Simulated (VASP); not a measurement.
# InP (F-43m) in VASP: vibrations by perturbation theory with PBEsol

Aim: the vibrations by perturbation theory of InP with PBEsol.

All numbers are computed with VASP 6.6.1; they aren't measurements. Logs are shortened: lines on timing, memory, paths and dates and some standing lists are left out, and cuts for length are marked.

**1. The cell of the first run**

The structure is cubic, space group F-43m (No. 216). Conventional cell: a = 5.878 Å, b = 5.878 Å, c = 5.878 Å, α = 90.00°, β = 90.00°, γ = 90.00°. In (site symmetry -43m) has 4 P at 2.55 Å within 3.4 Å. P (site symmetry -43m) has 4 In at 2.55 Å within 3.4 Å.

**2. Vibrations by perturbation theory, PBEsol**

INCAR

```
SYSTEM = InP
PREC = Accurate ; ENCUT = 520
EDIFF = 1E-8 ; ISMEAR = 0
SIGMA = 0.01 ; LREAL = .False.
LASPH = .True. ; NELM = 100
ALGO = Normal ; ISIF = 2
LWAVE = .False. ; LCHARG = .False.
GGA = PS ; IBRION = 8
NSW = 1
```

KPOINTS

```
Automatic mesh
0
Gamma
  8 8 8
  0 0 0
```

POSCAR

```
InP
1.0
    0.0000000000      2.9392321674      2.9392321674
    2.9392321674      0.0000000000      2.9392321674
    2.9392321674      2.9392321674      0.0000000000
In P
1 1
Direct
    0.0000000000      0.0000000000      0.0000000000
    0.7500000000      0.7500000000      0.7500000000
```

Potentials or basis: VASP PAW PBE potentials, release 64 (In_d, P).

Started as:

```sh
> cat potpaw_PBE.64/In_d/POTCAR potpaw_PBE.64/P/POTCAR > POTCAR
> mpirun -np 1 vasp_std > vasp.out
```

OUTCAR:

```text
SYSTEM = InP
   PREC = Accurate
   ENCUT = 520
   EDIFF = 1E-8
   ISMEAR = 0
   LREAL = .False.
   LASPH = .True.
   NELM = 100
   ISIF = 2
   GGA = PS
   IBRION = 8
   NSW = 1

 ion  position               nearest neighbor table
   1  0.000  0.000  0.000-   2 2.55   2 2.55   2 2.55   2 2.55
   2  0.750  0.750  0.750-   1 2.55   1 2.55   1 2.55   1 2.55

  LATTYP: Found a face centered cubic cell.
 ALAT       =     5.8784643348

  Lattice vectors:

 A1 = (   0.0000000000,   2.9392321674,   2.9392321674)
 A2 = (   2.9392321674,   0.0000000000,   2.9392321674)
 A3 = (   2.9392321674,   2.9392321674,   0.0000000000)

Analysis of symmetry for initial positions (statically):
=====================================================================
 Subroutine PRICEL returns:
 Original cell was already a primitive cell.

 Routine SETGRP: Setting up the symmetry group for a
 face centered cubic supercell.

 Subroutine GETGRP returns: Found 24 space group operations
 (whereof 24 operations were pure point group operations)
 out of a pool of 48 trial point group operations.

The static configuration has the point symmetry T_d .

Analysis of symmetry for dynamics (positions and initial velocities):
=====================================================================
 Subroutine PRICEL returns:
 Original cell was already a primitive cell.

 Routine SETGRP: Setting up the symmetry group for a
 face centered cubic supercell.

 Subroutine GETGRP returns: Found 24 space group operations
 (whereof 24 operations were pure point group operations)
 out of a pool of 48 trial point group operations.

The dynamic configuration has the point symmetry T_d .

 Subroutine INISYM returns: Found 24 space group operations
 (whereof 24 operations are pure point group operations),
 and found     1 'primitive' translations

----------------------------------------------------------------------------------------

                                     Primitive cell

  volume of cell :      50.7846

  direct lattice vectors                    reciprocal lattice vectors
     0.000000000  2.939232167  2.939232167    -0.170112455  0.170112455  0.170112455
     2.939232167  0.000000000  2.939232167     0.170112455 -0.170112455  0.170112455
     2.939232167  2.939232167  0.000000000     0.170112455  0.170112455 -0.170112455

  length of vectors
     4.156701994  4.156701994  4.156701994     0.294643415  0.294643415  0.294643415

  position of ions in fractional coordinates (direct lattice)
     0.000000000  0.000000000  0.000000000
     0.750000000  0.750000000  0.750000000

  ion indices of the primitive-cell ions
   primitive index   ion index
                 1           1
                 2           2

----------------------------------------------------------------------------------------

 KPOINTS: Automatic mesh

Automatic generation of k-mesh.
 Grid dimensions read from file:
 generate k-points for:    8    8    8

 Generating k-lattice:

  Cartesian coordinates                     Fractional coordinates (reciprocal lattice)
    -0.021264057  0.021264057  0.021264057     0.125000000  0.000000000  0.000000000
     0.021264057 -0.021264057  0.021264057     0.000000000  0.125000000  0.000000000
     0.021264057  0.021264057 -0.021264057     0.000000000  0.000000000  0.125000000

  Length of vectors
     0.036830427  0.036830427  0.036830427

  Shift w.r.t. Gamma in fractional coordinates (k-lattice)
     0.000000000  0.000000000  0.000000000

 Subroutine IBZKPT returns following result:
[... 84 lines left out ...]
 maximum number of plane-waves:      1384
   NGX = 15   NGY = 15   NGZ = 15

--------------------------------------- Ionic step        1  -------------------------------------------

 number of electron      18.0000007 magnetization

 Free energy of the ion-electron system (eV)
  ---------------------------------------------------
  ext. energy  EPLUGINS =         0.00000000
  ---------------------------------------------------
  free energy    TOTEN  =        -9.15478519 eV

  energy without entropy =       -9.15478519  energy(sigma->0) =       -9.15478519

 E-fermi :   5.0358     XC(G=0):  -9.4395

 val. band max:        4.9950872689   @ k =   0.0000   0.0000   0.0000
 cond. band min:       5.5618155295   @ k =   0.0000   0.0000   0.0000
 fundamental gap:      0.5667282606
 Fermi energy:         5.0358028222

 k-point     1 :       0.0000    0.0000    0.0000
  band No.  band energies     occupation
      1      -9.1368      2.00000
      2      -9.1368      2.00000
      3      -9.1368      2.00000
      4      -8.9866      2.00000
      5      -8.9866      2.00000
      6      -6.4918      2.00000
      7       4.9951      2.00000
      8       4.9951      2.00000
      9       4.9951      2.00000
     10       5.5618      0.00000
     11       9.0110      0.00000
     12       9.0110      0.00000
     13       9.0110      0.00000
[... 354 lines left out ...]
  band No.  band energies     occupation
      1      -9.2679      2.00000
      2      -9.0891      2.00000
      3      -9.0692      2.00000
      4      -8.9922      2.00000
      5      -8.9739      2.00000
      6      -4.4539      2.00000
      7      -0.5725      2.00000
      8       2.2839      2.00000
      9       3.3571      2.00000
     10       8.0722      0.00000
     11       9.0733      0.00000
     12      10.7934      0.00000
     13      12.1044      0.00000

 [... further k-points ...]

------------------------ aborting loop because EDIFF is reached ----------------------------------------

  FORCE on cell =-STRESS in cart. coord.  units (eV):
  Direction    XX          YY          ZZ          XY          YZ          ZX
  --------------------------------------------------------------------------------------
  -------------------------------------------------------------------------------------
  Total       -0.0068740     -0.0068740     -0.0068740     -0.0000000      0.0000000      0.0000000
  in kB       -0.2168644     -0.2168644     -0.2168644     -0.0000000      0.0000000      0.0000000
  external PRESSURE =      -0.2168644 kB  Pullay stress =       0.0000000 kB

 VOLUME and BASIS-vectors are now :
 -----------------------------------------------------------------------------
  energy-cutoff  :      520.00
  volume of cell :       50.78
      direct lattice vectors                 reciprocal lattice vectors
     0.000000000  2.939232167  2.939232167    -0.170112455  0.170112455  0.170112455
     2.939232167  0.000000000  2.939232167     0.170112455 -0.170112455  0.170112455
     2.939232167  2.939232167  0.000000000     0.170112455  0.170112455 -0.170112455

 POSITION                                       TOTAL-FORCE (eV/Angst)
 -----------------------------------------------------------------------------------
      0.00000      0.00000      0.00000         0.000000      0.000000      0.000000
      4.40885      4.40885      4.40885        -0.000000     -0.000000     -0.000000
 -----------------------------------------------------------------------------------
    total drift:                                0.000000      0.000000      0.000000

  FREE ENERGIE OF THE ION-ELECTRON SYSTEM (eV)
  ---------------------------------------------------
  free  energy   TOTEN  =        -9.1547851859 eV

  energy  without entropy=       -9.1547851859  energy(sigma->0) =       -9.15478519

[... ionic steps 2 to 3 ...]

--------------------------------------- Ionic step        4  -------------------------------------------

------------------------ aborting loop because EDIFF is reached ----------------------------------------

[... ionic steps 5 to 6 ...]

--------------------------------------- Ionic step        7  -------------------------------------------

 Free energy of the ion-electron system (eV)
  ---------------------------------------------------
  ---------------------------------------------------
  free energy    TOTEN  =        -0.04885190 eV

  energy without entropy =       -0.04885190

------------------------ aborting loop because EDIFF is reached ----------------------------------------

 INTERNAL STRAIN TENSOR  FOR ION    2  DIRECTION 1   (eV/Angst):
 -----------------------------------------------------------------------------
    -0.01267  0.00000  0.00000
     0.00000  0.00797  7.56543
     0.00000  7.56543  0.00797

 INTERNAL STRAIN TENSOR FOR ION    2 for displacements in x,y,z  (eV/Angst):
          X           Y           Z          XY          YZ          ZX
  --------------------------------------------------------------------------------
  x     0.00000     0.00000     0.00000     0.00000     7.56543     0.00000
  y     0.00000     0.00000     0.00000     0.00000     0.00000     7.56543
  z     0.00000     0.00000     0.00000     7.56543     0.00000     0.00000

 SECOND DERIVATIVES (NOT SYMMETRIZED)
 ------------------------------------
               1X          1Y          1Z          2X          2Y          2Z
  1X    -7.841349    0.000000    0.000000    7.841349    0.000000    0.000000
  1Y     0.000000   -7.841349    0.000000    0.000000    7.841349    0.000000
  1Z     0.000000    0.000000   -7.841349    0.000000    0.000000    7.841349
  2X     7.822503    0.000000    0.000000   -7.822503   -0.000000   -0.000000
  2Y     0.000000    7.822503    0.000000   -0.000000   -7.822503   -0.000000
  2Z     0.000000    0.000000    7.822503   -0.000000   -0.000000   -7.822503

 Eigenvectors and eigenvalues of the dynamical matrix
 ----------------------------------------------------

   1 f  =    8.855175 THz    55.638707 2PiTHz  295.376853 cm-1    36.622046 meV
             X         Y         Z           dx          dy          dz
      0.000000  0.000000  0.000000    -0.461360   -0.000000    0.000000
      4.408848  4.408848  4.408848     0.887213    0.000000    0.000000
[... 21 lines left out ...]
   6 f/i=    0.004361 THz     0.027401 2PiTHz    0.145466 cm-1     0.018036 meV
             X         Y         Z           dx          dy          dz
      0.000000  0.000000  0.000000    -0.000000   -0.000000   -0.887213
      4.408848  4.408848  4.408848     0.000000    0.000000   -0.461360

--------------------------------------------------------------------------------------------------------

 ELASTIC MODULI CONTR FROM IONIC RELAXATION (kBar)
 Direction    XX          YY          ZZ          XY          YZ          ZX
 --------------------------------------------------------------------------------
 XX           0.0000      0.0000      0.0000      0.0000      0.0000      0.0000
 YY           0.0000      0.0000      0.0000      0.0000      0.0000      0.0000
 ZZ           0.0000      0.0000      0.0000      0.0000      0.0000      0.0000
 XY           0.0000      0.0000      0.0000   -226.9104     -0.0000      0.0000
 YZ           0.0000      0.0000      0.0000     -0.0000   -226.9104     -0.0000
 ZX           0.0000      0.0000      0.0000      0.0000     -0.0000   -226.9104
 --------------------------------------------------------------------------------
```

Wall time 4.7 min (1 thread of Intel Xeon 8259CL, shared host); peak memory 0.32 GiB.

What came out:

| Item | Value |
| --- | --- |
| Highest phonon frequency at Γ, LO-TO splitting left out | 295 cm⁻¹ |

Phonon frequencies in cm⁻¹ (negative: imaginary):
| q point | frequencies |
| --- | --- |
| (0.000, 0.000, 0.000) | 0 0 0 295 295 295 |

Caveat: the PAW data sets were made with another functional, which shifts forces and pressure a little; spin-orbit coupling is left out, which moves the levels of the heavy elements.
